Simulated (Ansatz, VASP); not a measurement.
This is a calculation of KTaO3 for Ansatz 0.2.0.

File input.yaml:

```yaml
crystal:
  lattice:
    - [4.0665218197, 0.0, 0.0]
    - [0.0, 4.0665218197, 0.0]
    - [0.0, 0.0, 4.0665218197]
  atoms:
    - { symbol: Ta, position: [0.0, 0.0, 0.0] }
    - { symbol: K, position: [0.5, 0.5, 0.5] }
    - { symbol: O, position: [0.0, 0.0, 0.5] }
    - { symbol: O, position: [0.0, 0.5, 0.0] }
    - { symbol: O, position: [0.5, 0.0, 0.0] }
hamiltonian:
  xc: r2scan
  pseudopotentials: { kind: paw }
kpoints:
  mp_grid: { grid: [7, 7, 7] }
scf:
  occupations: { method: fermi_dirac, width: 0.05 }
output:
  forces: true
  stress: true
  eigenvalues: true
```

Potentials or basis: Ansatz PAW.

Run with:

```bash
$ ansatz run input.yaml --threads 1 --pin off --max-ram 3584MiB --backend cpu --events-out ev --progress --plain --runs-dir out
```

Set up the same calculation for VASP 6.6.1. Potentials there: VASP PAW PBE potentials, release 64 (Ta_sv_GW, K_sv, O).

As run (the cutoff follows the program's own potentials):

File POSCAR:

```
KTaO3
1.0
    4.0665218197      0.0000000000      0.0000000000
    0.0000000000      4.0665218197      0.0000000000
    0.0000000000      0.0000000000      4.0665218197
Ta K O
1 1 3
Direct
    0.0000000000      0.0000000000      0.0000000000
    0.5000000000      0.5000000000      0.5000000000
    0.0000000000      0.0000000000      0.5000000000
    0.0000000000      0.5000000000      0.0000000000
    0.5000000000      0.0000000000      0.0000000000
```

File INCAR.step1:

```
  ALGO = Normal
  EDIFF = 1E-5
  ENCUT = 660
  GGA = PE
  GGA_COMPAT = F
  ISMEAR = -1
  LASPH = T
  LCHARG = F
  LREAL = F
  LWAVE = T
  NBANDS = 28
  NELM = 120
  PREC = Accurate
  SIGMA = 0.05
```

Contents of INCAR.step2:

```
  ALGO = Normal
  EDIFF = 1E-6
  ENCUT = 660
  GGA_COMPAT = F
  ISIF = 2
  ISMEAR = -1
  ISTART = 1
  LASPH = T
  LCHARG = F
  LMIXTAU = T
  LREAL = F
  LWAVE = F
  METAGGA = R2SCAN
  NBANDS = 28
  NELM = 120
  PREC = Accurate
  SIGMA = 0.05
```

Contents of KPOINTS:

```
k-points
0
Gamma
  7 7 7
```

Potentials or basis: VASP PAW PBE potentials, release 64 (Ta_sv_GW, K_sv, O).

The run is started by

```console
$ cat potpaw_PBE.64/Ta_sv_GW/POTCAR potpaw_PBE.64/K_sv/POTCAR potpaw_PBE.64/O/POTCAR > POTCAR
$ cp INCAR.step1 INCAR
$ mpirun -np 1 vasp_std > vasp.out
$ cp INCAR.step2 INCAR
$ mpirun -np 1 vasp_std > vasp.out
```

Both were run:

|  | VASP | Ansatz | Ansatz less VASP |
| --- | --- | --- | --- |
| gap on the k mesh at the Fermi level (eV) | 2.52 | 2.53 | +0.012 |
| least direct gap on the mesh (eV) | 3.13 | 3.13 | 0.000 |
| pressure (GPa) | -10.6 | -10.5 | +0.15 |

VASP's potentials were made for PBE, not for r2SCAN. The functional is the same, so the differences come from potentials, cutoffs and numerics.

Neither program's run includes spin-orbit coupling. Noted on Ansatz's run: odd divisions of the mesh miss points on the zone boundary, where band edges often lie, so the gap on the mesh can be too wide.
